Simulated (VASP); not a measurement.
Set up this calculation in VASP 6.6.1, as the native input.

```yaml
Task: relaxation of cell and atoms
Functional: PBEsol
Potentials_or_basis: VASP PAW PBE potentials, release 64 (Te)
Cutoff: 600 eV
k_mesh: 11 × 11 × 11
Occupations: fermi-dirac, width 0.1 eV
Spin: no spin polarisation
Target_pressure: 8.9 GPa
Dipole_correction: no
Further_INCAR_settings: ALGO = Normal; EDIFF = 1e-06; IBRION = 2; EDIFFG = -0.005; NSW = 60; ISIF = 3
```

The structure of Te lies in POSCAR:

```
Te
1.0
    2.0485605288     -1.1827369727      3.6191236008
    0.0000000000      2.3654739454      3.6191236008
   -2.0485605288     -1.1827369727      3.6191236008
Te
2
Direct
    0.2320000000      0.2320000000      0.2320000000
   -0.2320000000     -0.2320000000     -0.2320000000
```

These files were run (other wordings do the same):

INCAR

```
PREC = Accurate
ENCUT = 600
EDIFF = 1E-6
ISMEAR = -1
SIGMA = 0.1
LREAL = F
LASPH = T
NELM = 100
ALGO = Normal
ISIF = 3
LWAVE = F
LCHARG = F
GGA = PS
IBRION = 2
NSW = 60
EDIFFG = -0.005
PSTRESS = 89.0
```

KPOINTS

```
Automatic mesh
0
Gamma
  11 11 11
```

Potentials or basis: VASP PAW PBE potentials, release 64 (Te).

The run is started by

```sh
$ cat potpaw_PBE.64/Te/POTCAR > POTCAR
$ mpirun -np 1 vasp_std > vasp.out
```

It gave:

| Item | Value |
| --- | --- |
| Relaxed volume | 26.37 Å³/atom |
| Relaxed cell | a = 4.742 Å, b = 4.742 Å, c = 4.742 Å, α = 47.34°, β = 47.34°, γ = 47.34° |
| Space group after relaxing (to 0.1 Å) | R-3m (No. 166) |
| Energy change on relaxing (the run minimises the enthalpy) | -464.6 meV/atom |
| Ionic steps | 42 |
| Pressure after relaxing | 8.9 GPa |
| Largest force after relaxing | 0.003 eV/Å |
| Band gap on the k mesh | zero (bands 6 and 7 overlap by 4.39 eV) |

Caveat: the cell is relaxed towards a set pressure, so the run minimises the enthalpy, not the energy; the PAW data sets were made with another functional, which shifts forces and pressure a little; spin-orbit coupling is left out, which moves the levels of the heavy elements.

It took 14 min on 1 thread of AMD EPYC 9R45 96-Core Processor (Zen 5), with other jobs on the host, peak memory 0.24 GiB.
